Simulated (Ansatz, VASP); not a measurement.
Two plane-wave programs on Fe

INCAR

```
SYSTEM = Fe
PREC = Accurate ; ENCUT = 520
EDIFF = 1E-7 ; ISMEAR = 0
SIGMA = 0.15 ; LREAL = .False.
LASPH = .True. ; NELM = 150
ALGO = Normal ; ISIF = 2
LWAVE = .False. ; LCHARG = .True.
ISPIN = 2 ; MAGMOM = 2.64
LORBIT = 11 ; LMAXMIX = 4
GGA = PS ; LELF = .True.
LVHAR = .True. ; NBANDS = 14
```

File KPOINTS:

```
regular mesh
0
Gamma
  24 24 24
  0 0 0
```

POSCAR

```
Fe
1.0
   -1.4965600000      1.4965600000      1.4390000000
    1.4965600000     -1.4965600000      1.4390000000
    1.4965600000      1.4965600000     -1.4390000000
Fe
1
Direct
    0.0000000000      0.0000000000      0.0000000000
```

Input for Ansatz:

```yaml
crystal:
  lattice:
    - [-1.49656, 1.49656, 1.439]
    - [1.49656, -1.49656, 1.439]
    - [1.49656, 1.49656, -1.439]
  atoms:
    - { symbol: Fe, position: [0.0, 0.0, 0.0], spin: 2.64 }
basis:
  ecutwfc: 420
kpoints:
  mp_grid: { grid: [24, 24, 24] }
hamiltonian:
  xc: pbesol
scf:
  occupations: { method: gaussian, width: 0.15 }
output:
  forces: true
  stress: true
  eigenvalues: true
  populations: true
  write_density: true
  write_potential: true
  elf: true
  volumetric_format: npy
magnetization:
  spin_polarized: true
```

Change from the starting cell: strain +0.040 along x and y, +0.000 along z, atoms carried along.

Alike in both runs: task single point; functional PBEsol; k mesh 24 × 24 × 24; occupations gaussian, width 0.15 eV; collinear spin.

|  | VASP | Ansatz |
| --- | --- | --- |
| version | VASP 6.6.1 | Ansatz 0.2.0 |
| potentials or method | VASP PAW PBE potentials, release 64 (Fe), cutoff 520 eV | scalar-relativistic, plane waves, PAW |
| valence electrons in the cell | 8 | 16 |

VASP gave:

* gap on the k mesh at the Fermi level (eV): none
* pressure (GPa): -21.8
* traceless stress, the component that is largest in VASP (GPa): 1.20
* net moment per atom (μB): 2.54
* size of the moment on the site where the two differ most (μB): 2.55

Q: What did Ansatz give for the same quantities?

A: gap on the k mesh at the Fermi level (eV): none; pressure (GPa): -22.2; traceless stress, the component that is largest in VASP (GPa): 1.20; net moment per atom (μB): 2.52; size of the moment on the site where the two differ most (μB): 2.58.

VASP's potentials were made for PBE, not for PBEsol. Site moments also hang on the region over which each program counts them. A gap of «none» marks a metal or a gap that the smearing closes. VASP's potentials hold 8 valence electrons a cell and Ansatz's 16, so a difference there can come from the potentials and not from the codes.
